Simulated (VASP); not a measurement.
# La (P6/mmm) in VASP: a series of runs

The runs below take La through single point, with revPBE.

All numbers are computed with VASP 6.6.1; they aren't measurements. Logs are shortened: lines on timing, memory, paths and dates and some standing lists are left out, and cuts for length are marked.

**1. The cell of the first run**

The structure is hexagonal, space group P6/mmm (No. 191). The conventional cell has a = 6.178 Å, b = 6.178 Å, c = 3.786 Å, α = 90.00°, β = 90.00°, γ = 120.00°. Within 5.0 Å of La (site symmetry 6/mmm) lie 14 La at 3.79 to 4.04 Å. Within 4.7 Å of La (site symmetry -6m2) lie 11 La at 3.57 to 4.04 Å.

This isn't the form of La at room conditions, which is double hcp.

**2. Single point, revPBE (41.72 Å³/atom)**

Input file INCAR:

```
PREC = Accurate ; ENCUT = 520
EDIFF = 1E-6 ; ISMEAR = -1
SIGMA = 0.1 ; LREAL = F
LASPH = T ; NELM = 60
ALGO = Normal ; ISIF = 2
LWAVE = F ; LCHARG = F
GGA = RE ; NBANDS = 24
```

Input file KPOINTS:

```
regular mesh
0
Gamma
  7 7 10
```

Input file POSCAR:

```
La
1.0
    6.1781098901      0.0000000000      0.0000000000
   -3.0890549451      5.3504001122      0.0000000000
    0.0000000000      0.0000000000      3.7860962068
La
3
Direct
    1.0000000000      0.0000000000      0.0000000000
    0.3333333333      0.6666666667      0.5000000000
    0.6666666667      0.3333333333      0.5000000000
```

Potentials or basis: VASP PAW PBE potentials, release 64 (La).

Launch:

```bash
> cat potpaw_PBE.64/La/POTCAR > POTCAR
> mpirun -np 1 vasp_std > vasp.out
```

OUTCAR:

```text
PREC = Accurate
   ENCUT = 520
   EDIFF = 1E-6
   ISMEAR = -1
   LREAL = F
   LASPH = T
   NELM = 60
   ISIF = 2
   GGA = RE

 ion  position               nearest neighbor table
   1  0.000  0.000  0.000-
   2  0.333  0.667  0.500-   3 3.57   3 3.57   3 3.57
   3  0.667  0.333  0.500-   2 3.57   2 3.57   2 3.57

  LATTYP: Found a hexagonal cell.
 ALAT       =     6.1781098901
 C/A-ratio  =     0.6128243547

  Lattice vectors:

 A1 = (   6.1781098901,   0.0000000000,   0.0000000000)
 A2 = (  -3.0890549451,   5.3504001122,   0.0000000000)
 A3 = (   0.0000000000,   0.0000000000,   3.7860962068)

Analysis of symmetry for initial positions (statically):
=====================================================================
 Subroutine PRICEL returns:
 Original cell was already a primitive cell.

 Routine SETGRP: Setting up the symmetry group for a
 hexagonal supercell.

 Subroutine GETGRP returns: Found 24 space group operations
 (whereof 24 operations were pure point group operations)
 out of a pool of 24 trial point group operations.

The static configuration has the point symmetry D_6h.

Analysis of symmetry for dynamics (positions and initial velocities):
=====================================================================
 Subroutine PRICEL returns:
 Original cell was already a primitive cell.

 Routine SETGRP: Setting up the symmetry group for a
 hexagonal supercell.

 Subroutine GETGRP returns: Found 24 space group operations
 (whereof 24 operations were pure point group operations)
 out of a pool of 24 trial point group operations.

The dynamic configuration has the point symmetry D_6h.

 Subroutine INISYM returns: Found 24 space group operations
 (whereof 24 operations are pure point group operations),
 and found     1 'primitive' translations

----------------------------------------------------------------------------------------

                                     Primitive cell

  volume of cell :     125.1508

  direct lattice vectors                    reciprocal lattice vectors
     6.178109890  0.000000000  0.000000000     0.161861802  0.093450955  0.000000000
    -3.089054945  5.350400112  0.000000000     0.000000000  0.186901910  0.000000000
     0.000000000  0.000000000  3.786096207     0.000000000  0.000000000  0.264124297

[... 80 lines left out ...]
   LNONCOLLINEAR =      F non collinear calculations
   LSORBIT =      F    spin-orbit coupling
   LASPH  =      T    aspherical Exc in radial PAW
   ENCUT  =  520.0 eV  38.22 Ry    6.18 a.u.  11.49 11.49  7.04*2*pi/ulx,y,z
   NELM   =     60;   NELMIN=  2; NELMDL= -5     # of ELM steps
   EDIFF  = 0.1E-05   stopping-criterion for ELM
   LREAL  =      F    real-space projection
   EDIFFG = 0.1E-04   stopping-criterion for IOM
   NSW    =      0    number of steps for IOM
   IBRION =     -1    ionic relax: 0-MD 1-quasi-New 2-CG
   NFREE  =      0    steps in history (QN), initial steepest desc. (CG)
   ISIF   =      2    stress and relaxation
   ISYM   =      2    0-nonsym 1-usesym 2-fastsym
   POTIM  = 0.5000    time-step for ionic-motion
   TEBEG  =    0.0;   TEEND  =   0.0 temperature during run
   PSTRESS=    0.0 pullay stress
   NELECT =      33.0000    total number of electrons
   NUPDOWN=      -1.0000    fix difference up-down
   EMIN   =  10.00;   EMAX   =-10.00  energy-range for DOS
   EFERMI =   0.00;   METHOD = LEGACY
   ISMEAR =    -1;   SIGMA  =   0.10  broadening in eV -4-tet -1-fermi 0-gaus
   EFERMI_NEDOS =   21; number of points for ismear=-14 and -15
   IALGO  =     38    algorithm
   IMIX   =      4    mixing-type and parameters
     AMIX     =   0.40;   BMIX     =  1.00
     AMIX_MAG =   1.60;   BMIX_MAG =  1.00
  volume/ion in A,a.u.               =      41.72       281.52
  Fermi-wavevector in a.u.,A,eV,Ry     =   1.049788  1.983812 14.994368  1.102055
  Thomas-Fermi vector in A             =   2.184765
   LORBIT       =      0    0 simple, 1 ext, 2 COOP (PROOUT), +10 PAW based schemes
   GGA     = RE    functional components
   LHFCALC =     F    Hartree Fock is set to
   AEXX    =    0.0000 exact exchange contribution
   IVDW    =     0    specifies the selected vdW correction
   LEPSILON=     F    determine dielectric tensor
   LRPA    =     F    only Hartree local field effects (RPA)
 non-spin polarized calculation
  energy-cutoff  :      520.00
  volume of cell :      125.15
 maximum number of plane-waves:      3392
 NGX is ok and might be reduce to    48
   NGX = 23   NGY = 23   NGZ = 15

 number of electron      33.0000004 magnetization

 Free energy of the ion-electron system (eV)
  ---------------------------------------------------
  ext. energy  EPLUGINS =         0.00000000
  ---------------------------------------------------
  free energy    TOTEN  =       -13.76238990 eV

  energy without entropy =      -13.57973384  energy(sigma->0) =      -13.67106187

 E-fermi :   6.8192     XC(G=0):  -9.0326

 val. band max:        6.8149804606   @ k =   0.1429   0.0000   0.1000
 cond. band min:       6.8218817884   @ k =   0.2857   0.2857   0.0000
 fundamental gap:      0.0069013278
 Fermi energy:         6.8191990860

 k-point     1 :       0.0000    0.0000    0.0000
  band No.  band energies     occupation
      1     -26.2471      2.00000
      2     -26.1094      2.00000
      3     -26.0560      2.00000
      4     -10.2414      2.00000
      5     -10.2414      2.00000
      6     -10.0042      2.00000
[... 637 lines left out ...]
     23       8.0599      0.00001
     24       8.3661      0.00000

 [... further k-points ...]

------------------------ aborting loop because EDIFF is reached ----------------------------------------

  FORCE on cell =-STRESS in cart. coord.  units (eV):
  Direction    XX          YY          ZZ          XY          YZ          ZX
  --------------------------------------------------------------------------------------
  -------------------------------------------------------------------------------------
  Total       -1.3962274     -1.3962274     -1.2069893      0.0000000      0.0000000      0.0000000
  in kB      -17.8744715    -17.8744715    -15.4518489      0.0000000      0.0000000      0.0000000
  external PRESSURE =     -17.0669307 kB  Pullay stress =       0.0000000 kB

 VOLUME and BASIS-vectors are now :
 -----------------------------------------------------------------------------
  energy-cutoff  :      520.00
  volume of cell :      125.15
      direct lattice vectors                 reciprocal lattice vectors
     6.178109890  0.000000000  0.000000000     0.161861802  0.093450955  0.000000000
    -3.089054945  5.350400112  0.000000000     0.000000000  0.186901910  0.000000000
     0.000000000  0.000000000  3.786096207     0.000000000  0.000000000  0.264124297

 POSITION                                       TOTAL-FORCE (eV/Angst)
 -----------------------------------------------------------------------------------
      0.00000      0.00000      0.00000        -0.000000      0.000000      0.000000
     -0.00000      3.56693      1.89305        -0.000000     -0.000000     -0.000000
      3.08905      1.78347      1.89305         0.000000      0.000000      0.000000
 -----------------------------------------------------------------------------------
    total drift:                               -0.000000      0.000000     -0.000000

  FREE ENERGIE OF THE ION-ELECTRON SYSTEM (eV)
  ---------------------------------------------------
  free  energy   TOTEN  =       -13.7623898990 eV

  energy  without entropy=      -13.5797338368  energy(sigma->0) =      -13.67106187
```

Wall time 4.7 min (1 thread of Intel Xeon 8259CL, shared host); peak memory 0.32 GiB.

Results:

| Property | Result |
| --- | --- |
| Free energy | -13.7624 eV |
| Pressure | -1.7 GPa |
| Band gap on the k mesh | zero (an odd number of electrons rules out a gap without spin polarisation) |

Caveat: the PAW data sets were made with another functional, which shifts forces and pressure a little; spin-orbit coupling is left out, which moves the levels of the heavy elements.

**3. Single point, revPBE (43.26 Å³/atom)**

This run uses another cell than the first one, of 43.26 Å³/atom.

Input file INCAR:

```
SYSTEM = La
ALGO = Normal
EDIFF = 1E-6
ENCUT = 520
GGA = RE
ISIF = 2
ISMEAR = -1
LASPH = .TRUE.
LCHARG = .FALSE.
LREAL = .FALSE.
LWAVE = .FALSE.
NBANDS = 24
NELM = 60
PREC = Accurate
SIGMA = 0.1
```

Input file KPOINTS:

```
k-points
0
G
  7 7 10
  0 0 0
```

Input file POSCAR:

```
La
1.0
    6.2534601198      0.0000000000      0.0000000000
   -3.1267300599      5.4156553253      0.0000000000
    0.0000000000      0.0000000000      3.8322726627
La
3
Direct
    1.0000000000      0.0000000000      0.0000000000
    0.3333333333      0.6666666667      0.5000000000
    0.6666666667      0.3333333333      0.5000000000
```

Potentials or basis: VASP PAW PBE potentials, release 64 (La).

Launch:

```bash
> cat potpaw_PBE.64/La/POTCAR > POTCAR
> mpirun -np 1 vasp_std > vasp.out
```

OUTCAR:

```text
SYSTEM = La
   EDIFF = 1E-6
   ENCUT = 520
   GGA = RE
   ISIF = 2
   ISMEAR = -1
   LASPH = .TRUE.
   LREAL = .FALSE.
   NELM = 60
   PREC = Accurate

 ion  position               nearest neighbor table
   1  0.000  0.000  0.000-
   2  0.333  0.667  0.500-   3 3.61   3 3.61   3 3.61
   3  0.667  0.333  0.500-   2 3.61   2 3.61   2 3.61

  LATTYP: Found a hexagonal cell.
 ALAT       =     6.2534601198
 C/A-ratio  =     0.6128243547

  Lattice vectors:

 A1 = (   6.2534601198,   0.0000000000,   0.0000000000)
 A2 = (  -3.1267300599,   5.4156553253,   0.0000000000)
 A3 = (   0.0000000000,   0.0000000000,   3.8322726627)

Analysis of symmetry for initial positions (statically):
=====================================================================
 Subroutine PRICEL returns:
 Original cell was already a primitive cell.

 Routine SETGRP: Setting up the symmetry group for a
 hexagonal supercell.

 Subroutine GETGRP returns: Found 24 space group operations
 (whereof 24 operations were pure point group operations)
 out of a pool of 24 trial point group operations.

The static configuration has the point symmetry D_6h.

Analysis of symmetry for dynamics (positions and initial velocities):
=====================================================================
 Subroutine PRICEL returns:
 Original cell was already a primitive cell.

 Routine SETGRP: Setting up the symmetry group for a
 hexagonal supercell.

 Subroutine GETGRP returns: Found 24 space group operations
 (whereof 24 operations were pure point group operations)
 out of a pool of 24 trial point group operations.

The dynamic configuration has the point symmetry D_6h.

[... 111 lines left out ...]
   NELECT =      33.0000    total number of electrons
   NUPDOWN=      -1.0000    fix difference up-down
   EMIN   =  10.00;   EMAX   =-10.00  energy-range for DOS
   EFERMI =   0.00;   METHOD = LEGACY
   ISMEAR =    -1;   SIGMA  =   0.10  broadening in eV -4-tet -1-fermi 0-gaus
   EFERMI_NEDOS =   21; number of points for ismear=-14 and -15
   IALGO  =     38    algorithm
   IMIX   =      4    mixing-type and parameters
     AMIX     =   0.40;   BMIX     =  1.00
     AMIX_MAG =   1.60;   BMIX_MAG =  1.00
  volume/ion in A,a.u.               =      43.26       291.95
  Fermi-wavevector in a.u.,A,eV,Ry     =   1.037139  1.959908 14.635200  1.075657
  Thomas-Fermi vector in A             =   2.171563
   LORBIT       =      0    0 simple, 1 ext, 2 COOP (PROOUT), +10 PAW based schemes
   GGA     = RE    functional components
   LHFCALC =     F    Hartree Fock is set to
   AEXX    =    0.0000 exact exchange contribution
   IVDW    =     0    specifies the selected vdW correction
   LEPSILON=     F    determine dielectric tensor
   LRPA    =     F    only Hartree local field effects (RPA)
 non-spin polarized calculation
  energy-cutoff  :      520.00
  volume of cell :      129.79
 maximum number of plane-waves:      3524
 NGX is ok and might be reduce to    48
   NGX = 23   NGY = 23   NGZ = 15

 number of electron      32.9999995 magnetization

 Free energy of the ion-electron system (eV)
  ---------------------------------------------------
  ext. energy  EPLUGINS =         0.00000000
  ---------------------------------------------------
  free energy    TOTEN  =       -13.70363628 eV

  energy without entropy =      -13.51084134  energy(sigma->0) =      -13.60723881

 E-fermi :   6.5109     XC(G=0):  -8.8927

 val. band max:        6.5052656352   @ k =   0.4286  -0.0000   0.0000
 cond. band min:       6.5240437934   @ k =   0.4286   0.1429   0.3000
 fundamental gap:      0.0187781582
 Fermi energy:         6.5109180099

 k-point     1 :       0.0000    0.0000    0.0000
  band No.  band energies     occupation
      1     -26.6213      2.00000
      2     -26.5061      2.00000
      3     -26.4549      2.00000
      4     -10.5755      2.00000
      5     -10.5755      2.00000
      6     -10.3610      2.00000
[... 637 lines left out ...]
     23       7.7032      0.00001
     24       8.0122      0.00000

 [... further k-points ...]

------------------------ aborting loop because EDIFF is reached ----------------------------------------

  FORCE on cell =-STRESS in cart. coord.  units (eV):
  Direction    XX          YY          ZZ          XY          YZ          ZX
  --------------------------------------------------------------------------------------
  -------------------------------------------------------------------------------------
  Total       -2.0309196     -2.0309196     -1.7830286      0.0000000      0.0000000      0.0000000
  in kB      -25.0712221    -25.0712221    -22.0110668      0.0000000      0.0000000      0.0000000
  external PRESSURE =     -24.0511704 kB  Pullay stress =       0.0000000 kB

 VOLUME and BASIS-vectors are now :
 -----------------------------------------------------------------------------
  energy-cutoff  :      520.00
  volume of cell :      129.79
      direct lattice vectors                 reciprocal lattice vectors
     6.253460120  0.000000000  0.000000000     0.159911470  0.092324930  0.000000000
    -3.126730060  5.415655325  0.000000000     0.000000000  0.184649860  0.000000000
     0.000000000  0.000000000  3.832272663     0.000000000  0.000000000  0.260941767

 POSITION                                       TOTAL-FORCE (eV/Angst)
 -----------------------------------------------------------------------------------
      0.00000      0.00000      0.00000         0.000000     -0.000000      0.000000
     -0.00000      3.61044      1.91614        -0.000000      0.000000      0.000000
      3.12673      1.80522      1.91614         0.000000     -0.000000      0.000000
 -----------------------------------------------------------------------------------
    total drift:                               -0.000000      0.000000     -0.000000

  FREE ENERGIE OF THE ION-ELECTRON SYSTEM (eV)
  ---------------------------------------------------
  free  energy   TOTEN  =       -13.7036362778 eV

  energy  without entropy=      -13.5108413352  energy(sigma->0) =      -13.60723881
```

OSZICAR:

```text
N       E                     dE             d eps       ncg     rms          rms(c)
DAV:   1     0.409638598618E+03    0.40964E+03   -0.10930E+04  2304   0.177E+03
DAV:   2     0.517284019023E+02   -0.35791E+03   -0.35169E+03  3648   0.340E+02
DAV:   3    -0.631867899844E+01   -0.58047E+02   -0.57083E+02  3416   0.190E+02
DAV:   4    -0.126331563186E+02   -0.63145E+01   -0.58201E+01  4608   0.640E+01
DAV:   5    -0.135171288718E+02   -0.88397E+00   -0.85849E+00  4552   0.220E+01    0.364E+00
DAV:   6    -0.136278016425E+02   -0.11067E+00   -0.10895E+00  4560   0.888E+00    0.200E+00
DAV:   7    -0.136825601978E+02   -0.54759E-01   -0.31171E-01  3984   0.475E+00    0.642E-01
DAV:   8    -0.137009178230E+02   -0.18358E-01   -0.61488E-02  4608   0.182E+00    0.478E-01
DAV:   9    -0.137038239227E+02   -0.29061E-02   -0.84715E-03  4608   0.897E-01    0.137E-01
DAV:  10    -0.137036874416E+02    0.13648E-03   -0.13475E-03  4480   0.353E-01    0.460E-02
DAV:  11    -0.137036333059E+02    0.54136E-04   -0.52097E-04  4536   0.169E-01    0.177E-02
DAV:  12    -0.137036353436E+02   -0.20377E-05   -0.59775E-05  4480   0.570E-02    0.659E-03
DAV:  13    -0.137036362778E+02   -0.93423E-06   -0.95406E-06  4472   0.211E-02
   1 F= -.13703636E+02 E0= -.13607239E+02  d E =-.192795E+00
```

stdout:

```text
POSCAR found type information on POSCAR La
 POSCAR found :  1 types and       3 ions
 scaLAPACK will be used
 -----------------------------------------------------------------------------
|                                                                             |
|                                                                             |
|     You enforced a specific xc type in the INCAR file but a different       |
|     I HOPE YOU KNOW WHAT YOU ARE DOING!                                     |
|                                                                             |
 -----------------------------------------------------------------------------

 LDA part: xc-table for (Slater+PW92), standard interpolation
 POSCAR, INCAR and KPOINTS ok, starting setup
 FFT: planning ... GRIDC
 FFT: planning ... GRID_SOFT
 FFT: planning ... GRID
 WAVECAR not read
 entering main loop
```

It took 4.4 min on 1 thread of Intel Xeon 8259CL, shared host; peak memory 0.33 GiB.

What came out:

| Item | Value |
| --- | --- |
| Free energy | -13.7036 eV |
| Pressure | -2.4 GPa |
| Band gap on the k mesh | zero (an odd number of electrons rules out a gap without spin polarisation) |

Stress tensor (GPa, compression positive):
```
-2.51  0.00  0.00
 0.00 -2.51  0.00
 0.00  0.00 -2.20
```

Caveat: the PAW data sets were made with another functional, which shifts forces and pressure a little; spin-orbit coupling is left out, which moves the levels of the heavy elements.

[end of part 1 of 2]
